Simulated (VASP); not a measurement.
A run of VASP 6.6.1 is set up as follows.

The input INCAR:

```
PREC = Accurate
ENCUT = 520
EDIFF = 1E-8
ISMEAR = -1
SIGMA = 0.03
LREAL = False
LASPH = True
NELM = 80
ALGO = Normal
ISIF = 2
LWAVE = False
LCHARG = False
GGA = PE
LEFG = True
NBANDS = 16
```

The input KPOINTS:

```
Automatic mesh
0
Gamma
  11 11 11
```

Contents of POSCAR:

```
SiW
1.0
    3.1029508227      0.0000000000      0.0000000000
    0.0000000000      3.1029508227      0.0000000000
    0.0000000000      0.0000000000      3.0570944066
W Si
1 1
Direct
    0.0000000000      0.0000000000      0.0000000000
    0.5000000000      0.5000000000      0.5000000000
```

Potentials or basis: VASP PAW PBE potentials, release 64 (W_sv, Si).

Command:

```sh
$ cat potpaw_PBE.64/W_sv/POTCAR potpaw_PBE.64/Si/POTCAR > POTCAR
$ mpirun -np 1 vasp_std > vasp.out
```

Problem. Estimate the pressure.

Solution. -6.0 GPa.

Problem. Predict the band gap on the k mesh.

Solution. Zero (band 9 reaches 13.15 eV, above the bottom of band 10 at 10.37 eV).

Electric field gradients, principal values (V/Å²):
| atom | least | middle | greatest (by size) |
| --- | --- | --- | --- |
| 1 W | 9.364 | 9.364 | -18.728 |
| 2 Si | -1.266 | -1.266 | 2.533 |

Caveat: the cell differs from its parent crystal (x and y stretched by +1.5 %, z held); without QUAD_EFG the Cq values of the log hold for a quadrupole moment of 1 mb, not for the nuclei; spin-orbit coupling is left out, which moves the levels of the heavy elements.
